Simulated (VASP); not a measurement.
Input of a VASP 6.6.1 run:

The input INCAR:

```
SYSTEM = Li4NbO4
ALGO = Normal
EDIFF = 1E-6
ENCUT = 520
GGA = PS
ISIF = 2
ISMEAR = 0
LASPH = .TRUE.
LCHARG = .FALSE.
LREAL = .FALSE.
LWAVE = .FALSE.
NBANDS = 34
NELM = 80
PREC = Accurate
SIGMA = 0.05
```

File KPOINTS:

```
k-points
0
G
  10 10 10
  0 0 0
```

Contents of POSCAR:

```
Li4NbO4
1.0
   -3.8119495391      3.8119495391      1.6301049253
    3.8119495391     -3.8119495391      1.6301049253
    3.8119495391      3.8119495391     -1.6301049253
Li Nb O
4 1 4
Direct
    0.4403998329      0.2635728702      0.7039727030
    0.8426719780      0.3341549847      0.1768269627
    0.1573280220      0.6658450153      0.8231730373
    0.6658450153      0.8426719780      0.5085169933
    0.0000000000      0.0000000000      0.0000000000
    0.7589255465      0.0797104317      0.8386359782
    0.9202895683      0.7589255465      0.6792151148
    0.0797104317      0.2410744535      0.3207848852
    0.2410744535      0.9202895683      0.1613640218
```

Potentials or basis: VASP PAW PBE potentials, release 64 (Li_sv, Nb_sv, O).

Launch:

```bash
$ cat potpaw_PBE.64/Li_sv/POTCAR potpaw_PBE.64/Nb_sv/POTCAR potpaw_PBE.64/O/POTCAR > POTCAR
$ mpirun -np 1 vasp_std > vasp.out
```

Predict the largest force.

4.429 eV/Å.

What does it give for the band gap on the k mesh?

Zero (an odd number of electrons rules out a gap without spin polarisation).

Forces in eV/Å, atoms in the order of the input:
```
Li  -2.643 -0.971  0.000
Li   0.369  0.172  0.000
Li  -0.255  0.446  0.000
Li  -0.448 -0.126  0.000
Nb   3.500  2.714  0.000
O    0.054 -0.566  0.000
O    0.318  0.106  0.000
O   -0.384 -0.640  0.000
O   -0.510 -1.135  0.000
```

Caveat: the cell differs from its parent crystal (atom 1 (Li) moved by +0.810 Å along [1 0 0] and -0.810 Å along [0 1 0]); the PAW data sets were made with another functional, which shifts forces and pressure a little; an odd number of electrons without spin polarisation forces a metal; a magnetic or distorted state may lie lower.
